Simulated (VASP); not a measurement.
Wanted: the native input for a VASP 6.6.1 run.

```
Task                               : single point
Functional                         : HSE06
Potentials or basis                : VASP PAW PBE potentials, release 64 (Hf_pv, O)
Cutoff                             : 520 eV
k mesh                             : 6 × 6 × 6
Occupations                        : gaussian, width 0.01 eV
Spin                               : no spin polarisation
Dipole correction                  : no
Grid for exact exchange (PRECFOCK) : Normal
Further INCAR settings             : ALGO = Normal; EDIFF = 1e-06; NBANDS = 18
Share of exact exchange            : 0.25
Screening parameter                : 0.2079 1/Å
```

Crystal: HfO2.

```
Hf O
1.0
     0.00000    2.52918    2.52918
     2.52918    0.00000    2.52918
     2.52918    2.52918    0.00000
Hf O
1 2
Direct
  0.00000 0.00000 0.00000
  0.25000 0.25000 0.25000
  0.75000 0.75000 0.75000
```

One way to write it, as run:

POSCAR

```
HfO2
1.0
    0.0000000000      2.5291823194      2.5291823194
    2.5291823194      0.0000000000      2.5291823194
    2.5291823194      2.5291823194      0.0000000000
Hf O
1 2
Direct
    0.0000000000      0.0000000000      0.0000000000
    0.2500000000      0.2500000000      0.2500000000
    0.7500000000      0.7500000000      0.7500000000
```

INCAR.step1

```
SYSTEM = HfO2
  PREC = Accurate
  ENCUT = 520
  EDIFF = 1E-5
  ISMEAR = 0
  SIGMA = 0.01
  LREAL = .FALSE.
  LASPH = .TRUE.
  NELM = 60
  ALGO = Normal
  ISIF = 2
  LWAVE = .TRUE.
  GGA = PE
  NBANDS = 18
```

INCAR.step2

```
SYSTEM = HfO2
  PREC = Accurate
  ENCUT = 520
  EDIFF = 1E-6
  ISMEAR = 0
  SIGMA = 0.01
  LREAL = .FALSE.
  LASPH = .TRUE.
  NELM = 60
  ALGO = Normal
  ISIF = 2
  LWAVE = .FALSE.
  LCHARG = .TRUE.
  GGA = PE
  LHFCALC = .TRUE.
  HFSCREEN = 0.2079
  PRECFOCK = Normal
  LELF = .TRUE.
  LVHAR = .TRUE.
  ISTART = 1
  NBANDS = 18
```

KPOINTS

```
regular mesh
0
G
  6 6 6
  0 0 0
```

Potentials or basis: VASP PAW PBE potentials, release 64 (Hf_pv, O).

Command:

```bash
$ cat potpaw_PBE.64/Hf_pv/POTCAR potpaw_PBE.64/O/POTCAR > POTCAR
$ cp INCAR.step1 INCAR
$ mpirun -np 1 vasp_std > vasp.out
$ cp INCAR.step2 INCAR
$ mpirun -np 1 vasp_std > vasp.out
```

It gave:

```
Pressure               : -5.3 GPa
Band gap on the k mesh : 5.36 eV
```

Caveat: the cell stands under tension; the PAW data sets were made with another functional, which shifts forces and pressure a little; spin-orbit coupling is left out, which moves the levels of the heavy elements.

Wall time 35 min on 1 thread of Oxide Virtual Turin-like Processor, with other jobs on the host, peak memory 0.24 GiB.
